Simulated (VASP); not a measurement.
# InSb3 in VASP: notebook, part 2 of 2

VASP 6.6.1. Earlier steps stand in the parts before.

## Step 3: Single point, LDA

The input, INCAR:

```
PREC = Accurate ; ENCUT = 500
EDIFF = 1E-6 ; ISMEAR = -1
SIGMA = 0.1 ; LREAL = False
LASPH = True ; NELM = 120
ALGO = Normal ; ISIF = 2
LWAVE = False ; LCHARG = True
LELF = True ; LVHAR = True
NBANDS = 22 ; GGA_COMPAT = False
```

The input, KPOINTS:

```
Automatic mesh
0
Gamma
  4 4 4
```

The input, POSCAR:

```
InSb3
1.0
    0.0000000000      3.7945550000      3.7945550000
    3.7945550000      0.0000000000      3.7945550000
    3.7945550000      3.7945550000      0.0000000000
In Sb
1 3
Direct
    0.0000000000      0.0000000000      0.0000000000
    0.2500000000      0.2500000000      0.2500000000
    0.7368232243      0.7631767757      0.7368232243
    0.5000000000      0.5000000000      0.5000000000
```

Potentials or basis: VASP PAW LDA potentials, release 64 (In_d, Sb).

The run is started by

```sh
$ cat potpaw_LDA.64/In_d/POTCAR potpaw_LDA.64/Sb/POTCAR > POTCAR
$ mpirun -np 1 vasp_std > vasp.out
```

OUTCAR:

```text
PREC = Accurate
   ENCUT = 500
   EDIFF = 1E-6
   ISMEAR = -1
   LREAL = False
   LASPH = True
   NELM = 120
   ISIF = 2

 ion  position               nearest neighbor table
   1  0.000  0.000  0.000-   3 3.23   3 3.23   2 3.29   2 3.29   2 3.29   2 3.29   3 3.34   3 3.34
                             4 3.79   4 3.79   4 3.79   4 3.79   4 3.79   4 3.79
   2  0.250  0.250  0.250-   1 3.29   4 3.29   1 3.29   1 3.29   1 3.29   4 3.29   4 3.29   4 3.29
                             3 3.69
   3  0.737  0.763  0.737-   4 3.23   4 3.23   1 3.23   1 3.23   4 3.34   4 3.34   1 3.34   1 3.34
                             2 3.69
   4  0.500  0.500  0.500-   3 3.23   3 3.23   2 3.29   2 3.29   2 3.29   2 3.29   3 3.34   3 3.34
                             1 3.79   1 3.79   1 3.79   1 3.79   1 3.79   1 3.79

  LATTYP: Found a face centered cubic cell.
 ALAT       =     7.5891100000

  Lattice vectors:

 A1 = (   0.0000000000,   3.7945550000,   3.7945550000)
 A2 = (   3.7945550000,   0.0000000000,   3.7945550000)
 A3 = (   3.7945550000,   3.7945550000,   0.0000000000)

Analysis of symmetry for initial positions (statically):
=====================================================================
 Subroutine PRICEL returns:
 Original cell was already a primitive cell.

[... 169 lines left out ...]
 fundamental gap:      0.0175017329
 Fermi energy:         7.7895482334

 k-point     1 :       0.0000    0.0000    0.0000
  band No.  band energies     occupation
      1      -6.6701      2.00000
      2      -6.6694      2.00000
      3      -6.6648      2.00000
      4      -6.6362      2.00000
      5      -6.6349      2.00000
      6      -4.4574      2.00000
[... 439 lines left out ...]
     21      12.0203      0.00000
     22      15.5527      0.00000

------------------------ aborting loop because EDIFF is reached ----------------------------------------

  FORCE on cell =-STRESS in cart. coord.  units (eV):
  Direction    XX          YY          ZZ          XY          YZ          ZX
  --------------------------------------------------------------------------------------
  -------------------------------------------------------------------------------------
  Total       -3.4465927     -3.4299715     -3.4465927     -0.0000000      0.0000000     -0.2409499
  in kB      -50.5345031    -50.2907995    -50.5345031     -0.0000000      0.0000000     -3.5328465
  external PRESSURE =     -50.4532686 kB  Pullay stress =       0.0000000 kB

 VOLUME and BASIS-vectors are now :
 -----------------------------------------------------------------------------
  energy-cutoff  :      500.00
  volume of cell :      109.27
      direct lattice vectors                 reciprocal lattice vectors
     0.000000000  3.794555000  3.794555000    -0.131767757  0.131767757  0.131767757
     3.794555000  0.000000000  3.794555000     0.131767757 -0.131767757  0.131767757
     3.794555000  3.794555000  0.000000000     0.131767757  0.131767757 -0.131767757

 POSITION                                       TOTAL-FORCE (eV/Angst)
 -----------------------------------------------------------------------------------
      0.00000      0.00000      0.00000         0.000000     -0.049683      0.000000
      1.89728      1.89728      1.89728         0.000000      0.067483      0.000000
      5.69183      5.59183      5.69183         0.000000     -0.026478      0.000000
      3.79455      3.79455      3.79455         0.000000      0.008677      0.000000
 -----------------------------------------------------------------------------------
    total drift:                                0.000000      0.000096      0.000000

  FREE ENERGIE OF THE ION-ELECTRON SYSTEM (eV)
  ---------------------------------------------------
  free  energy   TOTEN  =       -16.8467716416 eV

  energy  without entropy=      -16.7046643383  energy(sigma->0) =      -16.77571799
```

OSZICAR:

```text
N       E                     dE             d eps       ncg     rms          rms(c)
DAV:   1     0.187492139653E+03    0.18749E+03   -0.10436E+04   792   0.114E+03
DAV:   2    -0.341971561581E+00   -0.18783E+03   -0.18102E+03   876   0.288E+02
DAV:   3    -0.163419620302E+02   -0.16000E+02   -0.15514E+02  1006   0.861E+01
DAV:   4    -0.168891897142E+02   -0.54723E+00   -0.54522E+00   880   0.167E+01
DAV:   5    -0.169150237683E+02   -0.25834E-01   -0.25831E-01  1208   0.386E+00    0.378E+00
DAV:   6    -0.168621066350E+02    0.52917E-01   -0.79911E-02  1016   0.320E+00    0.209E+00
DAV:   7    -0.168476952611E+02    0.14411E-01   -0.33083E-02  1060   0.147E+00    0.329E-01
DAV:   8    -0.168468156122E+02    0.87965E-03   -0.21382E-03   956   0.439E-01    0.102E-01
DAV:   9    -0.168467718138E+02    0.43798E-04   -0.19401E-04   918   0.108E-01    0.336E-02
DAV:  10    -0.168467716063E+02    0.20755E-06   -0.12402E-05   964   0.236E-02    0.124E-02
DAV:  11    -0.168467716416E+02   -0.35275E-07   -0.16022E-06   580   0.102E-02
   1 F= -.16846772E+02 E0= -.16775718E+02  d E =-.142107E+00
```

stdout:

```text
POSCAR found type information on POSCAR InSb
 POSCAR found :  2 types and       4 ions
 scaLAPACK will be used
 LDA part: xc-table for (Slater(with rela. corr.)+CA(PZ))
 , standard interpolation
 POSCAR, INCAR and KPOINTS ok, starting setup
 FFT: planning ... GRIDC
 FFT: planning ... GRID_SOFT
 FFT: planning ... GRID
 WAVECAR not read
 entering main loop
```

Wall time 39 s (1 thread of Intel Xeon 6975P-C, shared host); peak memory 0.21 GiB.

What came out:

```
Free energy            : -16.8468 eV
Pressure               : -5.0 GPa
Largest force          : 0.067 eV/Å
Band gap on the k mesh : zero (band 14 reaches 8.95 eV, above the bottom of band 15 at 5.64 eV)
```

Forces on the atoms (eV/Å):
```
In   0.000 -0.050  0.000
Sb   0.000  0.067  0.000
Sb   0.000 -0.026  0.000
Sb   0.000  0.009  0.000
```

Caveat: spin-orbit coupling is left out, which moves the levels of the heavy elements.

## Step 4: Single point, LDA

The input, INCAR:

```
SYSTEM = InSb3
ALGO = Normal
EDIFF = 1E-6
ENCUT = 500
GGA = CA
GGA_COMPAT = .FALSE.
ISIF = 2
ISMEAR = -1
LASPH = .TRUE.
LCHARG = .FALSE.
LREAL = .FALSE.
LWAVE = .FALSE.
NBANDS = 22
NELM = 120
PREC = Accurate
SIGMA = 0.1
```

The input, KPOINTS:

```
k-points
0
G
  4 4 4
  0 0 0
```

Changes to POSCAR since step 3:

```diff
@@ -10,3 +10,3 @@
     0.2500000000      0.2500000000      0.2500000000
-    0.7368232243      0.7631767757      0.7368232243
+    0.7434116122      0.7565883878      0.7434116122
     0.5000000000      0.5000000000      0.5000000000
```

The run is started by

```sh
$ cat potpaw_LDA.64/In_d/POTCAR potpaw_LDA.64/Sb/POTCAR > POTCAR
$ mpirun -np 1 vasp_std > vasp.out
```

It took 38 s on 1 thread of Intel Xeon 6975P-C, shared host; peak memory 0.21 GiB.

The run converged. Its results:

```
Free energy            : -16.8456 eV
Pressure               : -5.1 GPa
Largest force          : 0.038 eV/Å
Band gap on the k mesh : zero (band 14 reaches 8.95 eV, above the bottom of band 15 at 5.53 eV)
```

Forces in eV/Å, atoms in the order of the input:
```
In   0.000 -0.025  0.000
Sb   0.000  0.038  0.000
Sb   0.000 -0.018  0.000
Sb   0.000  0.005  0.000
```

Stress tensor (GPa, compression positive):
```
-5.13  0.00 -0.18
 0.00 -5.12  0.00
-0.18  0.00 -5.13
```

Levels at points of the mesh, in eV from the Fermi level:
| k point | band 11 | band 12 | band 13 | band 14 | band 15 | band 16 | band 17 | band 18 |
| --- | --- | --- | --- | --- | --- | --- | --- | --- |
| (0.00, 0.00, 0.00) | -2.44 | -2.41 | -2.36 | -2.34 | -2.25 | -0.76 | -0.67 | -0.58 |
| (0.50, 0.00, 0.00) | -3.32 | -2.63 | -2.52 | -0.28 | -0.11 | 1.94 | 1.99 | 3.02 |
| (0.00, 0.50, 0.00) | -3.33 | -2.60 | -2.48 | -0.25 | -0.17 | 1.88 | 1.92 | 3.04 |
| (0.50, 0.50, 0.00) | -5.01 | 0.31 | 0.90 | 0.91 | 1.20 | 1.66 | 1.79 | 1.83 |
| (0.50, 0.00, 0.50) | -5.00 | 0.31 | 0.89 | 0.92 | 1.19 | 1.70 | 1.77 | 1.83 |

Caveat: spin-orbit coupling is left out, which moves the levels of the heavy elements.

## Step 5: Single point, LDA

The input, INCAR:

```
  PREC = Accurate
  ENCUT = 500
  EDIFF = 1E-6
  ISMEAR = -1
  SIGMA = 0.1
  LREAL = False
  LASPH = True
  NELM = 120
  ALGO = Normal
  ISIF = 2
  LWAVE = False
  LCHARG = False
  GGA = CA
  NBANDS = 22
  GGA_COMPAT = False
```

The input, KPOINTS:

```
regular mesh
0
Gamma
  4 4 4
```

Changes to POSCAR since step 4:

```diff
@@ -10,3 +10,3 @@
     0.2500000000      0.2500000000      0.2500000000
-    0.7434116122      0.7565883878      0.7434116122
+    0.7565883878      0.7434116122      0.7565883878
     0.5000000000      0.5000000000      0.5000000000
```

The run is started by

```sh
$ cat potpaw_LDA.64/In_d/POTCAR potpaw_LDA.64/Sb/POTCAR > POTCAR
$ mpirun -np 1 vasp_std > vasp.out
```

Run time: 39 s. Hardware: 1 thread of Intel Xeon 6975P-C, shared host; peak memory 0.21 GiB.

Results (log left out):

| Quantity | Value |
| --- | --- |
| Free energy | -16.8456 eV |
| Pressure | -5.1 GPa |
| Largest force | 0.038 eV/Å |
| Band gap on the k mesh | zero (band 14 reaches 8.95 eV, above the bottom of band 15 at 5.53 eV) |

Forces on the atoms (eV/Å):
```
In   0.000  0.025  0.000
Sb   0.000 -0.038  0.000
Sb   0.000  0.018  0.000
Sb   0.000 -0.005  0.000
```

Stress tensor (GPa, compression positive):
```
-5.12  0.00  0.18
 0.00 -5.11  0.00
 0.18  0.00 -5.12
```

Levels at points of the mesh, in eV from the Fermi level:
```tsv
k point	band 11	band 12	band 13	band 14	band 15	band 16	band 17	band 18
(0.00, 0.00, 0.00)	-2.44	-2.41	-2.36	-2.34	-2.25	-0.76	-0.67	-0.58
(0.50, 0.00, 0.00)	-3.33	-2.59	-2.48	-0.25	-0.17	1.88	1.92	3.04
(0.00, 0.50, 0.00)	-3.32	-2.63	-2.52	-0.28	-0.11	1.94	1.99	3.02
(0.50, 0.50, 0.00)	-5.01	0.31	0.90	0.91	1.20	1.66	1.79	1.83
(0.50, 0.00, 0.50)	-5.00	0.31	0.89	0.92	1.19	1.70	1.77	1.83
```

Caveat: spin-orbit coupling is left out, which moves the levels of the heavy elements.

## Step 6: Single point, LDA

The input, INCAR:

```
ALGO = Normal
EDIFF = 1E-6
ENCUT = 500
GGA_COMPAT = False
ISIF = 2
ISMEAR = -1
LASPH = True
LCHARG = True
LELF = True
LREAL = False
LVHAR = True
LWAVE = False
NBANDS = 22
NELM = 120
PREC = Accurate
SIGMA = 0.1
```

The input, KPOINTS:

```
k-points
0
Gamma
  4 4 4
```

Changes to POSCAR since step 5:

```diff
@@ -10,3 +10,3 @@
     0.2500000000      0.2500000000      0.2500000000
-    0.7565883878      0.7434116122      0.7565883878
+    0.7631767757      0.7368232243      0.7631767757
     0.5000000000      0.5000000000      0.5000000000
```

Potentials or basis: VASP PAW LDA potentials, release 64 (In_d, Sb).

The run is started by

```sh
$ cat potpaw_LDA.64/In_d/POTCAR potpaw_LDA.64/Sb/POTCAR > POTCAR
$ mpirun -np 1 vasp_std > vasp.out
```

Run time: 39 s. Hardware: 1 thread of Intel Xeon 6975P-C, shared host; peak memory 0.21 GiB.

Results (log left out):

```
Free energy            : -16.8468 eV
Pressure               : -5.0 GPa
Largest force          : 0.067 eV/Å
Band gap on the k mesh : zero (band 14 reaches 8.95 eV, above the bottom of band 15 at 5.64 eV)
```

Forces in eV/Å, atoms in the order of the input:
```
In   0.000  0.050  0.000
Sb   0.000 -0.067  0.000
Sb   0.000  0.026  0.000
Sb   0.000 -0.009  0.000
```

Stress tensor (GPa, compression positive):
```
-5.05  0.00  0.35
 0.00 -5.03  0.00
 0.35  0.00 -5.05
```

Levels at points of the mesh, in eV from the Fermi level:
```
           k point  band 11  band 12  band 13  band 14  band 15  band 16  band 17  band 18
(0.00, 0.00, 0.00)    -2.47    -2.41    -2.34    -2.34    -2.15    -0.85    -0.66    -0.50
(0.50, 0.00, 0.00)    -3.28    -2.64    -2.41    -0.25    -0.19     1.82     1.91     3.00
(0.00, 0.50, 0.00)    -3.26    -2.71    -2.49    -0.30    -0.08     1.94     2.05     2.97
(0.50, 0.50, 0.00)    -5.00     0.29     0.89     0.93     1.20     1.59     1.78     1.90
(0.50, 0.00, 0.50)    -4.99     0.30     0.86     0.91     1.17     1.71     1.75     1.86
```

Caveat: spin-orbit coupling is left out, which moves the levels of the heavy elements.
